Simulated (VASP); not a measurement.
# Pt (Fm-3m) in VASP: further runs

Pt is run at these levels: PBE, LDA; tasks: single point.

Program: VASP 6.6.1. These are calculated values, not measurements. Logs are shortened: lines on timing, memory, paths and dates and some standing lists are left out, and cuts for length are marked.

**1. The cell of the first run**

Symmetry: Fm-3m, No. 225, cubic system. Conventional cell: a = 3.842 Å, b = 3.842 Å, c = 3.842 Å, α = 90.00°, β = 90.00°, γ = 90.00°. Pt (site symmetry m-3m) has 12 Pt at 2.72 Å within 3.6 Å.

**2. Single point, PBE**

Input file INCAR:

```
SYSTEM = Pt
ALGO = Normal
EDIFF = 1E-6
ENCUT = 520
GGA = PE
ISIF = 2
ISMEAR = -1
LASPH = .True.
LCHARG = .False.
LREAL = .False.
LWAVE = .False.
NBANDS = 11
NELM = 60
PREC = Accurate
SIGMA = 0.05
```

Input file KPOINTS:

```
k-points
0
Gamma
  12 12 12
  0 0 0
```

Input file POSCAR:

```
Pt
1.0
    0.0000000000      1.9208704006      1.9208704006
    1.9208704006      0.0000000000      1.9208704006
    1.9208704006      1.9208704006      0.0000000000
Pt
1
Direct
    0.0000000000      0.0000000000      0.0000000000
```

Potentials or basis: VASP PAW PBE potentials, release 64 (Pt).

Launch:

```console
$ cat potpaw_PBE.64/Pt/POTCAR > POTCAR
$ mpirun -np 1 vasp_std > vasp.out
```

OUTCAR:

```text
SYSTEM = Pt
   EDIFF = 1E-6
   ENCUT = 520
   GGA = PE
   ISIF = 2
   ISMEAR = -1
   LASPH = .True.
   LREAL = .False.
   NELM = 60
   PREC = Accurate

 ion  position               nearest neighbor table
   1  0.000  0.000  0.000-

  LATTYP: Found a face centered cubic cell.
 ALAT       =     3.8417408012

  Lattice vectors:

 A1 = (   0.0000000000,   1.9208704006,   1.9208704006)
 A2 = (   1.9208704006,   0.0000000000,   1.9208704006)
 A3 = (   1.9208704006,   1.9208704006,   0.0000000000)

Analysis of symmetry for initial positions (statically):
=====================================================================
 Subroutine PRICEL returns:
 Original cell was already a primitive cell.

 Routine SETGRP: Setting up the symmetry group for a
 face centered cubic supercell.

 Subroutine GETGRP returns: Found 48 space group operations
 (whereof 48 operations were pure point group operations)
 out of a pool of 48 trial point group operations.

The static configuration has the point symmetry O_h .

Analysis of symmetry for dynamics (positions and initial velocities):
=====================================================================
 Subroutine PRICEL returns:
 Original cell was already a primitive cell.

 Routine SETGRP: Setting up the symmetry group for a
 face centered cubic supercell.

 Subroutine GETGRP returns: Found 48 space group operations
 (whereof 48 operations were pure point group operations)
 out of a pool of 48 trial point group operations.

The dynamic configuration has the point symmetry O_h .

 Subroutine INISYM returns: Found 48 space group operations
 (whereof 48 operations are pure point group operations),
 and found     1 'primitive' translations

----------------------------------------------------------------------------------------

                                     Primitive cell

  volume of cell :      14.1750

  direct lattice vectors                    reciprocal lattice vectors
     0.000000000  1.920870401  1.920870401    -0.260298665  0.260298665  0.260298665
     1.920870401  0.000000000  1.920870401     0.260298665 -0.260298665  0.260298665
     1.920870401  1.920870401  0.000000000     0.260298665  0.260298665 -0.260298665

  length of vectors
     2.716520972  2.716520972  2.716520972     0.450850512  0.450850512  0.450850512

  position of ions in fractional coordinates (direct lattice)
     0.000000000  0.000000000  0.000000000

  ion indices of the primitive-cell ions
   primitive index   ion index
                 1           1

----------------------------------------------------------------------------------------

 KPOINTS: k-points

Automatic generation of k-mesh.
 Grid dimensions read from file:
 generate k-points for:   12   12   12

 Generating k-lattice:

  Cartesian coordinates                     Fractional coordinates (reciprocal lattice)
    -0.021691555  0.021691555  0.021691555     0.083333333  0.000000000  0.000000000
     0.021691555 -0.021691555  0.021691555     0.000000000  0.083333333  0.000000000
     0.021691555  0.021691555 -0.021691555     0.000000000  0.000000000  0.083333333

  Length of vectors
     0.037570876  0.037570876  0.037570876

  Shift w.r.t. Gamma in fractional coordinates (k-lattice)
     0.000000000  0.000000000  0.000000000

 Subroutine IBZKPT returns following result:
 ===========================================

 Found     72 irreducible k-points:

 Following reciprocal coordinates:
            Coordinates               Weight
  0.000000  0.000000  0.000000      1.000000
  0.083333  0.000000  0.000000      8.000000
  0.166667  0.000000  0.000000      8.000000
  0.250000  0.000000  0.000000      8.000000
  0.333333  0.000000  0.000000      8.000000
  0.416667  0.000000  0.000000      8.000000
[... 16 lines left out ...]
  0.500000  0.166667  0.000000     24.000000
 -0.416667  0.166667  0.000000     24.000000
 [... further k-points ...]
   k-points           NKPTS =     72   k-points in BZ     NKDIM =     72   number of bands    NBANDS=     11
   number of dos      NEDOS =    301   number of ions     NIONS =      1
   total plane-waves  NPLWV =   8000
   dimension x,y,z NGX =    20 NGY =   20 NGZ =   20
   dimension x,y,z NGXF=    40 NGYF=   40 NGZF=   40
   ions per type =               1
   NGX,Y,Z   is equivalent  to a cutoff of  12.24, 12.24, 12.24 a.u.
   NGXF,Y,Z  is equivalent  to a cutoff of  24.48, 24.48, 24.48 a.u.
 SYSTEM =  Pt
   PREC   = accura    normal or accurate (medium, high low for compatibility)
   ISTART =      0    job   : 0-new  1-cont  2-samecut
   ICHARG =      2    charge: 1-file 2-atom 10-const
   ISPIN  =      1    spin polarized calculation?
   LNONCOLLINEAR =      F non collinear calculations
   LSORBIT =      F    spin-orbit coupling
   LASPH  =      T    aspherical Exc in radial PAW
   ENCUT  =  520.0 eV  38.22 Ry    6.18 a.u.   5.05  5.05  5.05*2*pi/ulx,y,z
   NELM   =     60;   NELMIN=  2; NELMDL= -5     # of ELM steps
   EDIFF  = 0.1E-05   stopping-criterion for ELM
   LREAL  =      F    real-space projection
   EDIFFG = 0.1E-04   stopping-criterion for IOM
   NSW    =      0    number of steps for IOM
   IBRION =     -1    ionic relax: 0-MD 1-quasi-New 2-CG
   NFREE  =      0    steps in history (QN), initial steepest desc. (CG)
   ISIF   =      2    stress and relaxation
   ISYM   =      2    0-nonsym 1-usesym 2-fastsym
   POTIM  = 0.5000    time-step for ionic-motion
   TEBEG  =    0.0;   TEEND  =   0.0 temperature during run
   PSTRESS=    0.0 pullay stress
   NELECT =      10.0000    total number of electrons
   NUPDOWN=      -1.0000    fix difference up-down
   EMIN   =  10.00;   EMAX   =-10.00  energy-range for DOS
   EFERMI =   0.00;   METHOD = LEGACY
   ISMEAR =    -1;   SIGMA  =   0.05  broadening in eV -4-tet -1-fermi 0-gaus
   EFERMI_NEDOS =   21; number of points for ismear=-14 and -15
   IALGO  =     38    algorithm
   IMIX   =      4    mixing-type and parameters
     AMIX     =   0.40;   BMIX     =  1.00
     AMIX_MAG =   1.60;   BMIX_MAG =  1.00
  volume/ion in A,a.u.               =      14.18        95.66
  Fermi-wavevector in a.u.,A,eV,Ry     =   1.457360  2.754011 28.897379  2.123897
  Thomas-Fermi vector in A             =   2.574170
   LORBIT       =      0    0 simple, 1 ext, 2 COOP (PROOUT), +10 PAW based schemes
   GGA     = PE    functional components
   LHFCALC =     F    Hartree Fock is set to
   AEXX    =    0.0000 exact exchange contribution
   IVDW    =     0    specifies the selected vdW correction
   LEPSILON=     F    determine dielectric tensor
   LRPA    =     F    only Hartree local field effects (RPA)
 non-spin polarized calculation
  energy-cutoff  :      520.00
  volume of cell :       14.18
 maximum number of plane-waves:       392
   NGX = 11   NGY = 11   NGZ = 11

 number of electron      10.0000000 magnetization

 number of electron       9.9999999 magnetization

 Free energy of the ion-electron system (eV)
  ---------------------------------------------------
  ext. energy  EPLUGINS =         0.00000000
  ---------------------------------------------------
  free energy    TOTEN  =        -5.97923447 eV

  energy without entropy =       -5.96443129  energy(sigma->0) =       -5.97183288

 E-fermi :  12.5297     XC(G=0): -13.8639

 val. band max:       12.5296660565   @ k =  -0.4167   0.4167   0.1667
 cond. band min:      12.5369818467   @ k =   0.5000   0.4167   0.0833
 fundamental gap:      0.0073157902
 Fermi energy:        12.5296762366

 k-point     1 :       0.0000    0.0000    0.0000
  band No.  band energies     occupation
      1       1.5652      2.00000
      2       8.3192      2.00000
      3       8.3193      2.00000
      4       8.3193      2.00000
      5      10.7073      2.00000
      6      10.7073      2.00000
      7      26.9358      0.00000
      8      32.2582      0.00000
      9      32.2582      0.00000
     10      32.2582      0.00000
     11      37.8318      0.00000

 k-point     2 :       0.0833    0.0000    0.0000
  band No.  band energies     occupation
      1       1.8605      2.00000
      2       8.1834      2.00000
      3       8.4373      2.00000
      4       8.4373      2.00000
      5      10.6403      2.00000
      6      10.6403      2.00000
      7      27.4116      0.00000
      8      30.9223      0.00000
      9      32.7323      0.00000
     10      32.7323      0.00000
     11      39.3270      0.00000

 k-point     3 :       0.1667    0.0000    0.0000
  band No.  band energies     occupation
      1       2.6748      2.00000
      2       7.9141      2.00000
      3       8.6773      2.00000
      4       8.6773      2.00000
      5      10.5823      2.00000
      6      10.5823      2.00000
      7      28.4820      0.00000
      8      28.6512      0.00000
      9      34.0640      0.00000
     10      34.0640      0.00000
     11      38.3181      0.00000

 k-point     4 :       0.2500    0.0000    0.0000
  band No.  band energies     occupation
      1       3.7099      2.00000
      2       7.9306      2.00000
      3       8.7249      2.00000
      4       8.7249      2.00000
      5      10.8910      2.00000
      6      10.8910      2.00000
      7      26.1119      0.00000
      8      29.0110      0.00000
      9      35.8291      0.00000
     10      35.8291      0.00000
     11      36.5647      0.00000
[... 239 lines left out ...]
 k-point    22 :       0.4167    0.1667    0.0000
  band No.  band energies     occupation
      1       5.2456      2.00000
      2       7.5726      2.00000
      3       8.1745      2.00000
      4       9.3005      2.00000
      5      12.4929      1.35213
      6      13.0451      0.00007
      7      22.4077      0.00000
      8      28.6046      0.00000
      9      30.4093      0.00000
     10      32.4107      0.00000
     11      39.6493      0.00000

 k-point    23 :       0.5000    0.1667    0.0000
  band No.  band energies     occupation
      1       5.3154      2.00000
      2       7.5752      2.00000
      3       8.9621      2.00000
      4       9.0881      2.00000
      5      12.6356      0.21458
      6      15.0857      0.00000
      7      19.3733      0.00000
      8      27.8597      0.00000
      9      30.4366      0.00000
     10      30.8859      0.00000
     11      40.5233      0.00000

 k-point    24 :      -0.4167    0.1667    0.0000
  band No.  band energies     occupation
      1       5.3795      2.00000
      2       7.5912      2.00000
      3       8.9881      2.00000
      4       9.2973      2.00000
      5      12.1848      1.99798
      6      15.6710      0.00000
      7      18.9689      0.00000
      8      27.5882      0.00000
      9      29.7493      0.00000
     10      31.6193      0.00000
     11      40.0549      0.00000

 [... further k-points ...]
[... 5 lines left out ...]
  --------------------------------------------------------------------------------------
  -------------------------------------------------------------------------------------
  Total        2.7917638      2.7917638      2.7917638      0.0000000      0.0000000     -0.0000000
  in kB      315.5477339    315.5477339    315.5477339      0.0000000      0.0000000     -0.0000000
  external PRESSURE =     315.5477339 kB  Pullay stress =       0.0000000 kB

 VOLUME and BASIS-vectors are now :
 -----------------------------------------------------------------------------
  energy-cutoff  :      520.00
  volume of cell :       14.18
      direct lattice vectors                 reciprocal lattice vectors
     0.000000000  1.920870401  1.920870401    -0.260298665  0.260298665  0.260298665
     1.920870401  0.000000000  1.920870401     0.260298665 -0.260298665  0.260298665
     1.920870401  1.920870401  0.000000000     0.260298665  0.260298665 -0.260298665

 POSITION                                       TOTAL-FORCE (eV/Angst)
 -----------------------------------------------------------------------------------
      0.00000      0.00000      0.00000         0.000000     -0.000000      0.000000
 -----------------------------------------------------------------------------------
    total drift:                                0.000000      0.000000      0.000000

  FREE ENERGIE OF THE ION-ELECTRON SYSTEM (eV)
  ---------------------------------------------------
  free  energy   TOTEN  =        -5.9792344745 eV

  energy  without entropy=       -5.9644312876  energy(sigma->0) =       -5.97183288
```

Wall time 15 s (1 thread of Intel Xeon 8259CL, shared host); peak memory 0.13 GiB.

What came out:

| Item | Value |
| --- | --- |
| Free energy | -5.9792 eV |
| Pressure | 31.6 GPa |
| Band gap on the k mesh | zero (band 5 reaches 13.08 eV, above the bottom of band 6 at 10.58 eV) |

Caveat: spin-orbit coupling is left out, which moves the levels of the heavy elements.

[end of part 1 of 2]
